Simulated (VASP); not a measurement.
SnTe:

```
CELL_PARAMETERS angstrom
4.45597 0.00000 0.00000
2.22799 3.85899 0.00000
2.22799 1.28633 3.63829
ATOMIC_POSITIONS crystal
Sn 0.00000 0.00000 0.00000
Te 0.50000 0.50000 0.50000
```

Base run:

- Program: VASP 6.6.1
- Functional: PBE
- Potentials or basis: VASP PAW PBE potentials, release 64 (Sn_d, Te)
- Cutoff: 520 eV
- k mesh: 6 × 6 × 6
- Occupations: gaussian, width 0.01 eV
- Spin: no spin polarisation

Its results: band gap on the k mesh 0.10 eV, direct; pressure 2.2 GPa.

The run is repeated on the same cell with these changes: k mesh from 6 × 6 × 6 to 4 × 4 × 4. What comes out?

Band gap on the k mesh 0.09 eV, direct; pressure 1.5 GPa.

Caveats: some runs use coarse meshes; spin-orbit coupling is left out, which moves the levels of the heavy elements.

A k mesh can miss the band edges.
